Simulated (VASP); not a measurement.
# Pd (Fm-3m) in VASP: notebook

Runs on Pd. Level: LDA. Tasks: single point, relaxation of volume and atoms at fixed shape.

All numbers are computed with VASP 6.6.1; they aren't measurements. Logs are shortened: lines on timing, memory, paths and dates and some standing lists are left out, and cuts for length are marked.

### Step 1. The cell of the first run

It takes space group Fm-3m (No. 225, cubic). The conventional cell has a = 3.844 Å, b = 3.844 Å, c = 3.844 Å, α = 90.00°, β = 90.00°, γ = 90.00°. Pd (site symmetry m-3m) has 12 Pd at 2.72 Å within 3.6 Å.

### Step 2. Single point, LDA

Input file INCAR:

```
PREC = Accurate
ENCUT = 500
EDIFF = 1E-6
ISMEAR = -1
SIGMA = 0.1
LREAL = F
LASPH = T
NELM = 120
ALGO = Normal
ISIF = 2
LWAVE = F
LCHARG = F
NBANDS = 11
GGA_COMPAT = F
```

Input file KPOINTS:

```
regular mesh
0
Gamma
  11 11 11
```

Input file POSCAR:

```
Pd
1.0
    0.0000000000      1.9219266130      1.9219266130
    1.9219266130      0.0000000000      1.9219266130
    1.9219266130      1.9219266130      0.0000000000
Pd
1
Direct
    0.0000000000      0.0000000000      0.0000000000
```

Potentials or basis: VASP PAW LDA potentials, release 64 (Pd).

The run is started by

```
> cat potpaw_LDA.64/Pd/POTCAR > POTCAR
> mpirun -np 1 vasp_std > vasp.out
```

OUTCAR:

```text
PREC = Accurate
   ENCUT = 500
   EDIFF = 1E-6
   ISMEAR = -1
   LREAL = F
   LASPH = T
   NELM = 120
   ISIF = 2

 ion  position               nearest neighbor table
   1  0.000  0.000  0.000-

  LATTYP: Found a face centered cubic cell.
 ALAT       =     3.8438532260

  Lattice vectors:

 A1 = (   0.0000000000,   1.9219266130,   1.9219266130)
 A2 = (   1.9219266130,   0.0000000000,   1.9219266130)
 A3 = (   1.9219266130,   1.9219266130,   0.0000000000)

Analysis of symmetry for initial positions (statically):
=====================================================================
 Subroutine PRICEL returns:
 Original cell was already a primitive cell.

 Routine SETGRP: Setting up the symmetry group for a
 face centered cubic supercell.

 Subroutine GETGRP returns: Found 48 space group operations
 (whereof 48 operations were pure point group operations)
 out of a pool of 48 trial point group operations.

The static configuration has the point symmetry O_h .

Analysis of symmetry for dynamics (positions and initial velocities):
=====================================================================
 Subroutine PRICEL returns:
 Original cell was already a primitive cell.

 Routine SETGRP: Setting up the symmetry group for a
 face centered cubic supercell.

 Subroutine GETGRP returns: Found 48 space group operations
 (whereof 48 operations were pure point group operations)
 out of a pool of 48 trial point group operations.

The dynamic configuration has the point symmetry O_h .

 Subroutine INISYM returns: Found 48 space group operations
 (whereof 48 operations are pure point group operations),
 and found     1 'primitive' translations

----------------------------------------------------------------------------------------

                                     Primitive cell

  volume of cell :      14.1984

  direct lattice vectors                    reciprocal lattice vectors
     0.000000000  1.921926613  1.921926613    -0.260155615  0.260155615  0.260155615
     1.921926613  0.000000000  1.921926613     0.260155615 -0.260155615  0.260155615
     1.921926613  1.921926613  0.000000000     0.260155615  0.260155615 -0.260155615

  length of vectors
     2.718014682  2.718014682  2.718014682     0.450602743  0.450602743  0.450602743

  position of ions in fractional coordinates (direct lattice)
     0.000000000  0.000000000  0.000000000

  ion indices of the primitive-cell ions
   primitive index   ion index
                 1           1

----------------------------------------------------------------------------------------

 KPOINTS: regular mesh

Automatic generation of k-mesh.
 Grid dimensions read from file:
 generate k-points for:   11   11   11

 Generating k-lattice:

  Cartesian coordinates                     Fractional coordinates (reciprocal lattice)
    -0.023650510  0.023650510  0.023650510     0.090909091  0.000000000  0.000000000
     0.023650510 -0.023650510  0.023650510     0.000000000  0.090909091  0.000000000
     0.023650510  0.023650510 -0.023650510     0.000000000  0.000000000  0.090909091

  Length of vectors
     0.040963886  0.040963886  0.040963886

  Shift w.r.t. Gamma in fractional coordinates (k-lattice)
     0.000000000  0.000000000  0.000000000

 Subroutine IBZKPT returns following result:
 ===========================================

 Found     56 irreducible k-points:

 Following reciprocal coordinates:
            Coordinates               Weight
  0.000000  0.000000  0.000000      1.000000
  0.090909  0.000000  0.000000      8.000000
  0.181818  0.000000  0.000000      8.000000
  0.272727  0.000000  0.000000      8.000000
  0.363636  0.000000  0.000000      8.000000
  0.454545  0.000000  0.000000      8.000000
[... 16 lines left out ...]
 -0.272727  0.181818  0.000000     24.000000
 -0.181818  0.181818  0.000000     12.000000
 [... further k-points ...]
   k-points           NKPTS =     56   k-points in BZ     NKDIM =     56   number of bands    NBANDS=     11
   number of dos      NEDOS =    301   number of ions     NIONS =      1
   total plane-waves  NPLWV =   8000
   dimension x,y,z NGX =    20 NGY =   20 NGZ =   20
   dimension x,y,z NGXF=    40 NGYF=   40 NGZF=   40
   ions per type =               1
   NGX,Y,Z   is equivalent  to a cutoff of  12.23, 12.23, 12.23 a.u.
   NGXF,Y,Z  is equivalent  to a cutoff of  24.47, 24.47, 24.47 a.u.
 SYSTEM =  unknown system
   PREC   = accura    normal or accurate (medium, high low for compatibility)
   ISTART =      0    job   : 0-new  1-cont  2-samecut
   ICHARG =      2    charge: 1-file 2-atom 10-const
   ISPIN  =      1    spin polarized calculation?
   LNONCOLLINEAR =      F non collinear calculations
   LSORBIT =      F    spin-orbit coupling
   LASPH  =      T    aspherical Exc in radial PAW
   ENCUT  =  500.0 eV  36.75 Ry    6.06 a.u.   4.96  4.96  4.96*2*pi/ulx,y,z
   NELM   =    120;   NELMIN=  2; NELMDL= -5     # of ELM steps
   EDIFF  = 0.1E-05   stopping-criterion for ELM
   LREAL  =      F    real-space projection
   EDIFFG = 0.1E-04   stopping-criterion for IOM
   NSW    =      0    number of steps for IOM
   IBRION =     -1    ionic relax: 0-MD 1-quasi-New 2-CG
   NFREE  =      0    steps in history (QN), initial steepest desc. (CG)
   ISIF   =      2    stress and relaxation
   ISYM   =      2    0-nonsym 1-usesym 2-fastsym
   POTIM  = 0.5000    time-step for ionic-motion
   TEBEG  =    0.0;   TEEND  =   0.0 temperature during run
   PSTRESS=    0.0 pullay stress
   NELECT =      10.0000    total number of electrons
   NUPDOWN=      -1.0000    fix difference up-down
   EMIN   =  10.00;   EMAX   =-10.00  energy-range for DOS
   EFERMI =   0.00;   METHOD = LEGACY
   ISMEAR =    -1;   SIGMA  =   0.10  broadening in eV -4-tet -1-fermi 0-gaus
   EFERMI_NEDOS =   21; number of points for ismear=-14 and -15
   IALGO  =     38    algorithm
   IMIX   =      4    mixing-type and parameters
     AMIX     =   0.40;   BMIX     =  1.00
     AMIX_MAG =   1.60;   BMIX_MAG =  1.00
  volume/ion in A,a.u.               =      14.20        95.82
  Fermi-wavevector in a.u.,A,eV,Ry     =   1.456559  2.752497 28.865626  2.121564
  Thomas-Fermi vector in A             =   2.573463
   LORBIT       =      0    0 simple, 1 ext, 2 COOP (PROOUT), +10 PAW based schemes
   GGA     = CA    functional components
   LHFCALC =     F    Hartree Fock is set to
   AEXX    =    0.0000 exact exchange contribution
   IVDW    =     0    specifies the selected vdW correction
   LEPSILON=     F    determine dielectric tensor
   LRPA    =     F    only Hartree local field effects (RPA)
 non-spin polarized calculation
  energy-cutoff  :      500.00
  volume of cell :       14.20
 maximum number of plane-waves:       370
   NGX =  9   NGY =  9   NGZ =  9

 number of electron      10.0000005 magnetization

 Free energy of the ion-electron system (eV)
  ---------------------------------------------------
  ext. energy  EPLUGINS =         0.00000000
  ---------------------------------------------------
  free energy    TOTEN  =        -6.51586662 eV

  energy without entropy =       -6.44711977  energy(sigma->0) =       -6.48149320

 E-fermi :  10.2997     XC(G=0): -13.7511

 val. band max:       10.2662829285   @ k =  -0.4545   0.3636   0.0909
 cond. band min:      10.3022935024   @ k =   0.4545   0.1818   0.0000
 fundamental gap:      0.0360105739
 Fermi energy:        10.2996912502

 k-point     1 :       0.0000    0.0000    0.0000
  band No.  band energies     occupation
      1       2.7222      2.00000
      2       7.2139      2.00000
      3       7.2139      2.00000
      4       7.2139      2.00000
      5       8.9621      2.00000
      6       8.9621      2.00000
      7      27.3993      0.00000
      8      32.3362      0.00000
      9      32.3362      0.00000
     10      32.3362      0.00000
     11      35.9012      0.00000

 k-point     2 :       0.0909    0.0000    0.0000
  band No.  band energies     occupation
      1       3.0292      2.00000
      2       7.1051      2.00000
      3       7.3202      2.00000
      4       7.3202      2.00000
      5       8.9128      2.00000
      6       8.9128      2.00000
      7      27.7345      0.00000
      8      30.6506      0.00000
      9      32.7126      0.00000
     10      32.7126      0.00000
     11      35.9331      0.00000

 k-point     3 :       0.1818    0.0000    0.0000
  band No.  band energies     occupation
      1       3.8336      2.00000
      2       6.9490      2.00000
      3       7.5137      2.00000
      4       7.5137      2.00000
      5       8.9037      2.00000
      6       8.9037      2.00000
      7      27.3434      0.00000
      8      28.7245      0.00000
      9      33.6763      0.00000
     10      33.6763      0.00000
     11      36.0342      0.00000

 k-point     4 :       0.2727    0.0000    0.0000
  band No.  band energies     occupation
      1       4.5848      2.00000
      2       7.3853      2.00000
      3       7.5013      2.00000
      4       7.5013      2.00000
      5       9.2325      1.99995
      6       9.2325      1.99995
      7      24.2171      0.00000
      8      28.3823      0.00000
      9      34.2506      0.00000
     10      34.2506      0.00000
     11      35.8858      0.00000
[... 239 lines left out ...]
 k-point    22 :      -0.3636    0.1818    0.0000
  band No.  band energies     occupation
      1       5.4309      2.00000
      2       6.7211      2.00000
      3       7.8416      2.00000
      4       7.8503      2.00000
      5       9.6520      1.99693
      6      13.4199      0.00000
      7      19.3831      0.00000
      8      25.7309      0.00000
      9      29.3462      0.00000
     10      31.2243      0.00000
     11      35.9473      0.00000

 k-point    23 :      -0.2727    0.1818    0.0000
  band No.  band energies     occupation
      1       5.6240      2.00000
      2       6.8229      2.00000
      3       7.2235      2.00000
      4       7.9772      2.00000
      5       8.9071      2.00000
      6      11.7641      0.00000
      7      22.6170      0.00000
      8      25.7829      0.00000
      9      30.0641      0.00000
     10      33.6391      0.00000
     11      35.0410      0.00000

 k-point    24 :      -0.1818    0.1818    0.0000
  band No.  band energies     occupation
      1       5.2740      2.00000
      2       6.4792      2.00000
      3       7.4285      2.00000
      4       8.1864      2.00000
      5       8.2502      2.00000
      6      10.4234      0.44976
      7      25.5583      0.00000
      8      26.6221      0.00000
      9      31.6392      0.00000
     10      32.9535      0.00000
     11      35.7726      0.00000

 [... further k-points ...]
[... 5 lines left out ...]
  --------------------------------------------------------------------------------------
  -------------------------------------------------------------------------------------
  Total        0.0260921      0.0260921      0.0260921     -0.0000000      0.0000000     -0.0000000
  in kB        2.9442803      2.9442803      2.9442803     -0.0000000      0.0000000     -0.0000000
  external PRESSURE =       2.9442803 kB  Pullay stress =       0.0000000 kB

 VOLUME and BASIS-vectors are now :
 -----------------------------------------------------------------------------
  energy-cutoff  :      500.00
  volume of cell :       14.20
      direct lattice vectors                 reciprocal lattice vectors
     0.000000000  1.921926613  1.921926613    -0.260155615  0.260155615  0.260155615
     1.921926613  0.000000000  1.921926613     0.260155615 -0.260155615  0.260155615
     1.921926613  1.921926613  0.000000000     0.260155615  0.260155615 -0.260155615

 POSITION                                       TOTAL-FORCE (eV/Angst)
 -----------------------------------------------------------------------------------
      0.00000      0.00000      0.00000         0.000000      0.000000      0.000000
 -----------------------------------------------------------------------------------
    total drift:                                0.000000      0.000000     -0.000000

  FREE ENERGIE OF THE ION-ELECTRON SYSTEM (eV)
  ---------------------------------------------------
  free  energy   TOTEN  =        -6.5158666239 eV

  energy  without entropy=       -6.4471197740  energy(sigma->0) =       -6.48149320
```

It took 12 s on 1 thread of Intel Xeon 8259CL, shared host; peak memory 0.12 GiB.

What came out:

| Quantity | Value |
| --- | --- |
| Free energy | -6.5159 eV |
| Pressure | 0.3 GPa |
| Band gap on the k mesh | zero (band 5 reaches 10.52 eV, above the bottom of band 6 at 8.90 eV) |

### Step 3. Relaxation of volume and atoms at fixed shape, LDA

This run uses another cell than the first one, of 14.75 Å³/atom, 1.039 times its volume.

Input file INCAR:

```
SYSTEM = Pd
PREC = Accurate
ENCUT = 500
EDIFF = 1E-7
ISMEAR = -1
SIGMA = 0.1
LREAL = .False.
LASPH = .True.
NELM = 120
ALGO = Normal
ISIF = 8
LWAVE = .False.
LCHARG = .False.
IBRION = 2
NSW = 50
EDIFFG = -0.03
GGA_COMPAT = .False.
NELMIN = 4
```

Input file KPOINTS:

```
regular mesh
0
Gamma
  11 11 11
  0 0 0
```

Input file POSCAR:

```
Pd
1.0
    0.0000000000      1.9465000000      1.9465000000
    1.9465000000      0.0000000000      1.9465000000
    1.9465000000      1.9465000000      0.0000000000
Pd
1
Direct
    0.0000000000      0.0000000000      0.0000000000
```

Potentials or basis: VASP PAW LDA potentials, release 64 (Pd).

The run is started by

```
> cat potpaw_LDA.64/Pd/POTCAR > POTCAR
> mpirun -np 1 vasp_std > vasp.out
```

It took 29 s on 1 thread of Intel Xeon 8259CL, shared host; peak memory 0.13 GiB.

The run converged. Its results:

```yaml
Free_energy: -6.5161 eV
Relaxed_volume: 14.22 Å³/atom
Relaxed_cell: a = 2.720 Å, b = 2.720 Å, c = 2.720 Å, α = 60.00°, β = 60.00°, γ = 60.00°
Space_group_after_relaxing_to_0.05_Å: Fm-3m (No. 225)
Energy_gained_by_relaxing: 12.9 meV/atom
Ionic_steps: 3
Pressure_after_relaxing: -0.2 GPa
Band_gap_on_the_k_mesh: zero (band 5 reaches 10.48 eV, above the bottom of band 6 at 8.87 eV)
```

Step by step:
| step | energy change (eV) | largest force (eV/Å) | pressure (GPa) | volume (Å³) |
| --- | --- | --- | --- | --- |
| 1 | 0.0000 | 0.0000 | -7.45 | 14.75 |
| 2 | 0.0305 | 0.0000 | 16.92 | 13.33 |
| 3 | -0.0129 | 0.0000 | -0.16 | 14.22 |

Final structure:
```yaml
crystal:
  lattice:
    - [0.00000, 1.92312, 1.92312]
    - [1.92312, 0.00000, 1.92312]
    - [1.92312, 1.92312, 0.00000]
  atoms:
    - { symbol: Pd, position: [0.00000, 0.00000, 0.00000] }
```

Levels at points of the mesh, in eV from the Fermi level:
```csv
k point,band 3,band 4,band 5,band 6,band 7,band 8
"(0.00, 0.00, 0.00)",-3.08,-3.08,-1.33,-1.33,17.10,22.03
```

LDA usually gives volumes a few per cent too small. Zero-point motion and thermal expansion aren't in these numbers.
